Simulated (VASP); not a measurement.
A run of VASP 6.6.1:

The input INCAR:

```
ALGO     = Normal         # electronic algorithm
EDIFF    = 1E-7           # SCF threshold, eV
EDIFFG   = -0.01          # ionic threshold
ENCUT    = 560            # plane-wave cutoff, eV
GGA_COMPAT= False        
IBRION   = 2              # ionic algorithm
ISIF     = 3              # what is computed and relaxed
ISMEAR   = -1             # smearing method
LASPH    = True           # aspherical terms in the spheres
LCHARG   = False          # write CHGCAR
LREAL    = False          # projectors in reciprocal space
LWAVE    = False          # write WAVECAR
NELM     = 120            # most SCF steps
NELMIN   = 4            
NSW      = 60             # ionic steps
PREC     = Accurate       # precision mode
SIGMA    = 0.05           # smearing width, eV
```

KPOINTS

```
k-points
0
Gamma
  11 11 3
```

File POSCAR:

```
Re
1.0
    2.7663873939      0.0000000000      0.0000000000
   -1.3831936969      2.3957617598      0.0000000000
    0.0000000000      0.0000000000      8.9388451600
Re
4
Direct
    0.6666666667      0.3333333333      0.7500000000
    0.0000000000      0.0000000000      0.5000000000
    0.3333333333      0.6666666667      0.2500000000
    0.0000000000      0.0000000000      0.0000000000
```

Potentials or basis: VASP PAW LDA potentials, release 64 (Re_sv_GW).

Run with:

```bash
$ cat potpaw_LDA.64/Re_sv_GW/POTCAR > POTCAR
$ mpirun -np 1 vasp_std > vasp.out
```

Hardware: 1 thread of AMD EPYC 9R45 (Zen 5), on a shared host.

Task: How long does it take, and how much memory?

Result: Run time: 4.7 min on 1 thread of AMD EPYC 9R45 (Zen 5) (shared host), peak memory 0.17 GiB. Counts: scf iterations 108, k points 32, ion steps 10.
